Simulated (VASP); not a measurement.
Set up this calculation in VASP 6.6.1, as the native input.

- Task: relaxation of the atoms
- Functional: PBEsol
- Potentials or basis: VASP PAW PBE potentials, release 64 (B, N)
- Cutoff: 520 eV
- k mesh: 1 × 1 × 1
- Occupations: fermi-dirac, width 0.05 eV
- Spin: no spin polarisation
- Dipole correction: no
- Further INCAR settings: LREAL = Auto; ALGO = Normal; EDIFF = 1e-07; IBRION = 2; EDIFFG = -0.03; NSW = 100

The structure of BN lies in POSCAR:

```
BN
1.0
    7.7885180000      0.0000000000      0.0000000000
    0.0000000000      7.7885180000      0.0000000000
    0.0000000000      0.0000000000      7.7885180000
B N
32 32
Direct
    0.1145390000      0.2481680000      0.1229460000
    0.5936630000      0.4164710000      0.5729530000
    0.9324890000      0.7266430000      0.9712850000
    0.0765550000      0.5122210000      0.7429850000
    0.6645580000      0.1581870000      0.7757140000
    0.5284560000      0.6394230000      0.1464160000
    0.5577420000      0.4232710000      0.8630390000
    0.5550030000      0.2497930000      0.2004270000
    0.2363690000      0.5139330000      0.1846260000
    0.2488450000      0.1347170000      0.8595840000
    0.2734300000      0.2898110000      0.4008390000
    0.1479410000      0.8360230000      0.8326080000
    0.9051580000      0.2841870000      0.8891630000
    0.6205280000      0.2611700000      0.3939350000
    0.3675410000      0.5767940000      0.8857550000
    0.5643950000      0.7181530000      0.4581090000
    0.0120300000      0.0204520000      0.3342650000
    0.6396060000      0.9080360000      0.9763790000
    0.4769380000      0.9145880000      0.2292330000
    0.3349210000      0.2991760000      0.7516420000
    0.4272800000      0.0935440000      0.9739130000
    0.7435710000      0.9787330000      0.4632270000
    0.7968290000      0.3732820000      0.0575450000
    0.9321670000      0.7600140000      0.6378620000
    0.0258890000      0.0491860000      0.0231740000
    0.8890520000      0.2645450000      0.5812690000
    0.7598150000      0.5238450000      0.3381470000
    0.1713170000      0.0315720000      0.6289170000
    0.1673150000      0.4400180000      0.4821040000
    0.4308270000      0.0215880000      0.4645520000
    0.0099740000      0.6969360000      0.3078700000
    0.2480520000      0.7724670000      0.3766420000
    0.0456800000      0.8858350000      0.9727500000
    0.0965080000      0.2062390000      0.9346630000
    0.3431710000      0.6089500000      0.0668120000
    0.0387390000      0.6784270000      0.7857190000
    0.4531920000      0.0888630000      0.1655610000
    0.5952290000      0.0896570000      0.4525140000
    0.5389670000      0.6013460000      0.7994430000
    0.4165560000      0.8363080000      0.4165670000
    0.6078080000      0.3653790000      0.0576490000
    0.1817100000      0.5934670000      0.3669890000
    0.5958450000      0.0514030000      0.8964400000
    0.2866090000      0.9448150000      0.7682630000
    0.8578740000      0.4929120000      0.1744530000
    0.5484650000      0.5974530000      0.6218350000
    0.7308230000      0.8078040000      0.4282100000
    0.0107980000      0.9471090000      0.6178930000
    0.9184720000      0.0513550000      0.5015610000
    0.5309700000      0.3024810000      0.7119480000
    0.1012750000      0.8635320000      0.3136000000
    0.2497960000      0.4680430000      0.7835870000
    0.9762960000      0.1342140000      0.1954890000
    0.9564270000      0.6346580000      0.1389220000
    0.8745260000      0.6826690000      0.4551500000
    0.7680810000      0.7958390000      0.8936840000
    0.0287970000      0.4078170000      0.5940700000
    0.8346200000      0.2026030000      0.7553020000
    0.2358430000      0.3378660000      0.2166940000
    0.5723010000      0.8159950000      0.1148150000
    0.5845450000      0.5787690000      0.3072760000
    0.7549000000      0.3672490000      0.4794520000
    0.2754760000      0.1146770000      0.4785090000
    0.7640080000      0.8252850000      0.7293680000
```

These files were run (other wordings do the same):

INCAR

```
ALGO = Normal
EDIFF = 1E-7
EDIFFG = -0.03
ENCUT = 520
GGA = PS
IBRION = 2
ISIF = 2
ISMEAR = -1
LASPH = True
LCHARG = False
LREAL = Auto
LWAVE = False
NELM = 80
NSW = 100
PREC = Accurate
SIGMA = 0.05
```

KPOINTS

```
k-points
0
Gamma
  1 1 1
```

Potentials or basis: VASP PAW PBE potentials, release 64 (B, N).

Command:

```console
$ cat potpaw_PBE.64/B/POTCAR potpaw_PBE.64/N/POTCAR > POTCAR
$ mpirun -np 1 vasp_gam > vasp.out
```

It gave:

```
Energy gained by relaxing    : 100.3 meV/atom
Ionic steps                  : 76
Pressure after relaxing      : 8.8 GPa
Largest force after relaxing : 0.024 eV/Å
Band gap on the k mesh       : 0.74 eV
```

Caveat: the k points lie up to 0.81 Å⁻¹ apart; the PAW data sets were made with another functional, which shifts forces and pressure a little.

It took 82 min on 1 thread of AMD EPYC 7R13 Processor (Zen 3) (shared host), peak memory 0.5 GiB.
